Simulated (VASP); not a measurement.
# Cd4Se3S (P-43m) in VASP: single point with PBE

Aim: the single point of Cd4Se3S with PBE.

Program: VASP 6.6.1. These are calculated values, not measurements. Logs are shortened: lines on timing, memory, paths and dates and some standing lists are left out, and cuts for length are marked.

**1. The cell of the first run**

The structure is cubic, space group P-43m (No. 215). The conventional cell has a = 5.890 Å, b = 5.890 Å, c = 5.890 Å, α = 90.00°, β = 90.00°, γ = 90.00°. Cd (site symmetry 3m) has 3 Se at 2.55 Å and 1 S at 2.55 Å within 3.4 Å. Se (site symmetry -42m) has 4 Cd at 2.55 Å within 3.4 Å. Within 3.4 Å of S (site symmetry -43m) lie 4 Cd at 2.55 Å.

**2. Single point, PBE**

The input, INCAR:

```
ALGO = Normal
EDIFF = 1E-6
ENCUT = 520
GGA = PE
ISIF = 2
ISMEAR = 0
LASPH = True
LCHARG = True
LELF = True
LREAL = False
LVHAR = True
LWAVE = False
NBANDS = 46
NELM = 100
PREC = Accurate
SIGMA = 0.1
```

The input, KPOINTS:

```
k-points
0
Gamma
  4 4 4
```

The input, POSCAR:

```
Cd4Se3S
1.0
    5.8903473400      0.0000000000      0.0000000000
    0.0000000000      5.8903473400      0.0000000000
    0.0000000000      0.0000000000      5.8903473400
Cd Se S
4 3 1
Direct
    0.2500000000      0.7500000000      0.2500000000
    0.2500000000      0.2500000000      0.7500000000
    0.7500000000      0.7500000000      0.7500000000
    0.7500000000      0.2500000000      0.2500000000
    0.5000000000      0.0000000000      0.0000000000
    0.0000000000      0.0000000000      0.5000000000
    0.0000000000      0.5000000000      0.0000000000
    0.5000000000      0.5000000000      0.5000000000
```

Potentials or basis: VASP PAW PBE potentials, release 64 (Cd, Se, S).

Command:

```sh
> cat potpaw_PBE.64/Cd/POTCAR potpaw_PBE.64/Se/POTCAR potpaw_PBE.64/S/POTCAR > POTCAR
> mpirun -np 1 vasp_std > vasp.out
```

OUTCAR:

```text
EDIFF = 1E-6
   ENCUT = 520
   GGA = PE
   ISIF = 2
   ISMEAR = 0
   LASPH = True
   LREAL = False
   NELM = 100
   PREC = Accurate

 ion  position               nearest neighbor table
   1  0.250  0.750  0.250-   5 2.55   6 2.55   7 2.55   8 2.55
   2  0.250  0.250  0.750-   5 2.55   6 2.55   7 2.55   8 2.55
   3  0.750  0.750  0.750-   5 2.55   6 2.55   7 2.55   8 2.55
   4  0.750  0.250  0.250-   5 2.55   6 2.55   7 2.55   8 2.55
   5  0.500  0.000  0.000-   1 2.55   2 2.55   3 2.55   4 2.55
   6  0.000  0.000  0.500-   1 2.55   2 2.55   3 2.55   4 2.55
   7  0.000  0.500  0.000-   1 2.55   2 2.55   3 2.55   4 2.55
   8  0.500  0.500  0.500-   1 2.55   2 2.55   3 2.55   4 2.55

  LATTYP: Found a simple cubic cell.
 ALAT       =     5.8903473400

  Lattice vectors:

 A1 = (   5.8903473400,   0.0000000000,   0.0000000000)
 A2 = (   0.0000000000,   5.8903473400,   0.0000000000)
 A3 = (   0.0000000000,   0.0000000000,   5.8903473400)

Analysis of symmetry for initial positions (statically):
=====================================================================
 Subroutine PRICEL returns:
 Original cell was already a primitive cell.

 Routine SETGRP: Setting up the symmetry group for a
 simple cubic supercell.

 Subroutine GETGRP returns: Found 24 space group operations
 (whereof 24 operations were pure point group operations)
 out of a pool of 48 trial point group operations.

The static configuration has the point symmetry T_d .

Analysis of symmetry for dynamics (positions and initial velocities):
=====================================================================
 Subroutine PRICEL returns:
 Original cell was already a primitive cell.

 Routine SETGRP: Setting up the symmetry group for a
 simple cubic supercell.

 Subroutine GETGRP returns: Found 24 space group operations
 (whereof 24 operations were pure point group operations)
 out of a pool of 48 trial point group operations.

The dynamic configuration has the point symmetry T_d .

 Subroutine INISYM returns: Found 24 space group operations
 (whereof 24 operations are pure point group operations),
 and found     1 'primitive' translations

----------------------------------------------------------------------------------------

                                     Primitive cell

  volume of cell :     204.3726

  direct lattice vectors                    reciprocal lattice vectors
     5.890347340  0.000000000  0.000000000     0.169769275  0.000000000  0.000000000
     0.000000000  5.890347340  0.000000000     0.000000000  0.169769275  0.000000000
     0.000000000  0.000000000  5.890347340     0.000000000  0.000000000  0.169769275

  length of vectors
     5.890347340  5.890347340  5.890347340     0.169769275  0.169769275  0.169769275

  position of ions in fractional coordinates (direct lattice)
     0.250000000  0.750000000  0.250000000
     0.250000000  0.250000000  0.750000000
     0.750000000  0.750000000  0.750000000
     0.750000000  0.250000000  0.250000000
     0.500000000  0.000000000  0.000000000
     0.000000000  0.000000000  0.500000000
     0.000000000  0.500000000  0.000000000
     0.500000000  0.500000000  0.500000000

  ion indices of the primitive-cell ions
   primitive index   ion index
                 1           1
                 2           2
                 3           3
                 4           4
                 5           5
                 6           6
                 7           7
                 8           8

----------------------------------------------------------------------------------------

 KPOINTS: k-points

Automatic generation of k-mesh.
 Grid dimensions read from file:
 generate k-points for:    4    4    4

 Generating k-lattice:

  Cartesian coordinates                     Fractional coordinates (reciprocal lattice)
     0.042442319  0.000000000  0.000000000     0.250000000  0.000000000  0.000000000
     0.000000000  0.042442319  0.000000000     0.000000000  0.250000000  0.000000000
     0.000000000  0.000000000  0.042442319     0.000000000  0.000000000  0.250000000

  Length of vectors
     0.042442319  0.042442319  0.042442319

  Shift w.r.t. Gamma in fractional coordinates (k-lattice)
     0.000000000  0.000000000  0.000000000

 Subroutine IBZKPT returns following result:
 ===========================================

 Found     10 irreducible k-points:

 Following reciprocal coordinates:
            Coordinates               Weight
  0.000000  0.000000  0.000000      1.000000
  0.250000  0.000000  0.000000      6.000000
  0.500000  0.000000  0.000000      3.000000
  0.250000  0.250000  0.000000     12.000000
  0.500000  0.250000  0.000000     12.000000
  0.500000  0.500000  0.000000      3.000000
  0.250000  0.250000  0.250000      8.000000
  0.500000  0.250000  0.250000     12.000000
  0.500000  0.500000  0.250000      6.000000
  0.500000  0.500000  0.500000      1.000000
   k-points           NKPTS =     10   k-points in BZ     NKDIM =     10   number of bands    NBANDS=     46
   number of dos      NEDOS =    301   number of ions     NIONS =      8
   total plane-waves  NPLWV = 110592
   dimension x,y,z NGX =    48 NGY =   48 NGZ =   48
   dimension x,y,z NGXF=    96 NGYF=   96 NGZF=   96
   ions per type =               4   3   1
   NGX,Y,Z   is equivalent  to a cutoff of  13.55, 13.55, 13.55 a.u.
   NGXF,Y,Z  is equivalent  to a cutoff of  27.09, 27.09, 27.09 a.u.
 SYSTEM =  unknown system
   PREC   = accura    normal or accurate (medium, high low for compatibility)
   ISTART =      0    job   : 0-new  1-cont  2-samecut
   ICHARG =      2    charge: 1-file 2-atom 10-const
   ISPIN  =      1    spin polarized calculation?
   LNONCOLLINEAR =      F non collinear calculations
   LSORBIT =      F    spin-orbit coupling
   LASPH  =      T    aspherical Exc in radial PAW
   ENCUT  =  520.0 eV  38.22 Ry    6.18 a.u.  10.95 10.95 10.95*2*pi/ulx,y,z
   NELM   =    100;   NELMIN=  2; NELMDL= -5     # of ELM steps
   EDIFF  = 0.1E-05   stopping-criterion for ELM
   LREAL  =      F    real-space projection
   EDIFFG = 0.1E-04   stopping-criterion for IOM
   NSW    =      0    number of steps for IOM
   IBRION =     -1    ionic relax: 0-MD 1-quasi-New 2-CG
   NFREE  =      0    steps in history (QN), initial steepest desc. (CG)
   ISIF   =      2    stress and relaxation
   ISYM   =      2    0-nonsym 1-usesym 2-fastsym
   POTIM  = 0.5000    time-step for ionic-motion
   TEBEG  =    0.0;   TEEND  =   0.0 temperature during run
   PSTRESS=    0.0 pullay stress
   NELECT =      72.0000    total number of electrons
   NUPDOWN=      -1.0000    fix difference up-down
   EMIN   =  10.00;   EMAX   =-10.00  energy-range for DOS
   EFERMI =   0.00;   METHOD = LEGACY
   ISMEAR =     0;   SIGMA  =   0.10  broadening in eV -4-tet -1-fermi 0-gaus
   EFERMI_NEDOS =   21; number of points for ismear=-14 and -15
   IALGO  =     38    algorithm
   IMIX   =      4    mixing-type and parameters
     AMIX     =   0.40;   BMIX     =  1.00
     AMIX_MAG =   1.60;   BMIX_MAG =  1.00
  volume/ion in A,a.u.               =      25.55       172.40
  Fermi-wavevector in a.u.,A,eV,Ry     =   1.156231  2.184961 18.189235  1.336871
  Thomas-Fermi vector in A             =   2.292853
   LORBIT       =      0    0 simple, 1 ext, 2 COOP (PROOUT), +10 PAW based schemes
   GGA     = PE    functional components
   LHFCALC =     F    Hartree Fock is set to
   AEXX    =    0.0000 exact exchange contribution
   IVDW    =     0    specifies the selected vdW correction
   LEPSILON=     F    determine dielectric tensor
   LRPA    =     F    only Hartree local field effects (RPA)
 non-spin polarized calculation
 Gauss-broadening in eV      SIGMA  =   0.10
  energy-cutoff  :      520.00
  volume of cell :      204.37
 maximum number of plane-waves:      5528
 NGX is ok and might be reduce to    48
   NGX = 21   NGY = 21   NGZ = 21

 number of electron      72.0000011 magnetization

 Free energy of the ion-electron system (eV)
  ---------------------------------------------------
  ext. energy  EPLUGINS =         0.00000000
  ---------------------------------------------------
  free energy    TOTEN  =       -21.94178334 eV

  energy without entropy =      -21.94178334  energy(sigma->0) =      -21.94178334

 E-fermi :   2.0296     XC(G=0):  -9.2536

 val. band max:        1.5849572998   @ k =   0.0000   0.0000   0.0000
 cond. band min:       2.4643320784   @ k =   0.0000   0.0000   0.0000
 fundamental gap:      0.8793747786
 Fermi energy:         2.0296188508

 k-point     1 :       0.0000    0.0000    0.0000
  band No.  band energies     occupation
      1     -11.4188      2.00000
      2     -10.8968      2.00000
      3     -10.8968      2.00000
      4     -10.4255      2.00000
      5      -6.5629      2.00000
      6      -6.5629      2.00000
[... 38 lines left out ...]
     45       7.6655      0.00000
     46       7.6655      0.00000

 k-point     2 :       0.2500    0.0000    0.0000
  band No.  band energies     occupation
      1     -11.3410      2.00000
      2     -10.9583      2.00000
      3     -10.8975      2.00000
      4     -10.4417      2.00000
      5      -6.5223      2.00000
      6      -6.5209      2.00000
[... 38 lines left out ...]
     45       8.1971      0.00000
     46       8.1971      0.00000

 k-point     3 :       0.5000    0.0000    0.0000
  band No.  band energies     occupation
      1     -11.2010      2.00000
      2     -11.0833      2.00000
      3     -10.8983      2.00000
      4     -10.4568      2.00000
      5      -6.4279      2.00000
      6      -6.4279      2.00000
[... 38 lines left out ...]
     45       8.3337      0.00000
     46       8.4205      0.00000

 k-point     4 :       0.2500    0.2500    0.0000
  band No.  band energies     occupation
      1     -11.2749      2.00000
      2     -10.9723      2.00000
      3     -10.9321      2.00000
      4     -10.4567      2.00000
      5      -6.5165      2.00000
      6      -6.4962      2.00000
[... 38 lines left out ...]
     45       8.0540      0.00000
     46       8.2696      0.00000

 k-point     5 :       0.5000    0.2500    0.0000
  band No.  band energies     occupation
      1     -11.1554      2.00000
      2     -11.0655      2.00000
      3     -10.9412      2.00000
      4     -10.4714      2.00000
      5      -6.4487      2.00000
      6      -6.4476      2.00000
[... 38 lines left out ...]
     45       8.1489      0.00000
     46       8.2152      0.00000

 k-point     6 :       0.5000    0.5000    0.0000
  band No.  band energies     occupation
      1     -11.0471      2.00000
      2     -11.0468      2.00000
      3     -11.0468      2.00000
      4     -10.4869      2.00000
      5      -6.4344      2.00000
      6      -6.4344      2.00000
[... 38 lines left out ...]
     45       7.8717      0.00000
     46       8.2265      0.00000

 k-point     7 :       0.2500    0.2500    0.2500
  band No.  band energies     occupation
      1     -11.2206      2.00000
      2     -10.9715      2.00000
      3     -10.9715      2.00000
      4     -10.4675      2.00000
      5      -6.4959      2.00000
      6      -6.4959      2.00000
[... 38 lines left out ...]
     45       8.2155      0.00000
     46       8.2155      0.00000

 k-point     8 :       0.5000    0.2500    0.2500
  band No.  band energies     occupation
      1     -11.1222      2.00000
      2     -11.0552      2.00000
      3     -10.9707      2.00000
      4     -10.4781      2.00000
      5      -6.4686      2.00000
      6      -6.4463      2.00000
[... 38 lines left out ...]
     45       8.3464      0.00000
     46       8.4710      0.00000

 k-point     9 :       0.5000    0.5000    0.2500
  band No.  band energies     occupation
      1     -11.0447      2.00000
      2     -11.0446      2.00000
      3     -11.0446      2.00000
      4     -10.4851      2.00000
      5      -6.4554      2.00000
      6      -6.4554      2.00000
[... 38 lines left out ...]
     45       8.4364      0.00000
     46       8.4366      0.00000

 k-point    10 :       0.5000    0.5000    0.5000
  band No.  band energies     occupation
      1     -11.0424      2.00000
      2     -11.0424      2.00000
      3     -11.0424      2.00000
      4     -10.4833      2.00000
      5      -6.4718      2.00000
      6      -6.4718      2.00000
[... 38 lines left out ...]
     45       8.1682      0.00000
     46       8.1972      0.00000

------------------------ aborting loop because EDIFF is reached ----------------------------------------

  FORCE on cell =-STRESS in cart. coord.  units (eV):
  Direction    XX          YY          ZZ          XY          YZ          ZX
  --------------------------------------------------------------------------------------
  -------------------------------------------------------------------------------------
  Total       10.0972406     10.0972406     10.0972406      0.0000000      0.0000000      0.0000000
  in kB       79.1572270     79.1572270     79.1572270      0.0000000      0.0000000      0.0000000
  external PRESSURE =      79.1572270 kB  Pullay stress =       0.0000000 kB

 VOLUME and BASIS-vectors are now :
 -----------------------------------------------------------------------------
  energy-cutoff  :      520.00
  volume of cell :      204.37
      direct lattice vectors                 reciprocal lattice vectors
     5.890347340  0.000000000  0.000000000     0.169769275  0.000000000  0.000000000
     0.000000000  5.890347340  0.000000000     0.000000000  0.169769275  0.000000000
     0.000000000  0.000000000  5.890347340     0.000000000  0.000000000  0.169769275

 POSITION                                       TOTAL-FORCE (eV/Angst)
 -----------------------------------------------------------------------------------
      1.47259      4.41776      1.47259         0.362465     -0.362465      0.362465
      1.47259      1.47259      4.41776         0.362465      0.362465     -0.362465
      4.41776      4.41776      4.41776        -0.362465     -0.362465     -0.362465
      4.41776      1.47259      1.47259        -0.362465      0.362465      0.362465
      2.94517      0.00000      0.00000         0.000000     -0.000000      0.000000
      0.00000      0.00000      2.94517         0.000000     -0.000000      0.000000
      0.00000      2.94517      0.00000        -0.000000     -0.000000      0.000000
      2.94517      2.94517      2.94517        -0.000000     -0.000000      0.000000
 -----------------------------------------------------------------------------------
    total drift:                                0.000000      0.000000     -0.000000

  FREE ENERGIE OF THE ION-ELECTRON SYSTEM (eV)
  ---------------------------------------------------
  free  energy   TOTEN  =       -21.9417833437 eV

  energy  without entropy=      -21.9417833437  energy(sigma->0) =      -21.94178334
```

It took 3 min on 1 thread of Intel Xeon 8259CL, shared host; peak memory 0.37 GiB.

Results:

```yaml
Free_energy: -21.9418 eV
Pressure: 7.9 GPa
Band_gap_on_the_k_mesh: 0.88 eV
```

Levels at points of the mesh, in eV from the valence-band top:
```tsv
k point	band 34	band 35	band 36	band 37	band 38	band 39
(0.00, 0.00, 0.00)	0.00	0.00	0.00	0.88	3.02	3.15
(0.50, 0.00, 0.00)	-1.21	-1.12	-1.12	3.43	3.59	4.32
(0.50, 0.50, 0.00)	-0.93	-0.81	-0.81	4.07	4.08	4.08
(0.50, 0.50, 0.50)	-0.79	-0.79	-0.79	2.52	2.66	2.66
```

Caveat: the cell stands under pressure.
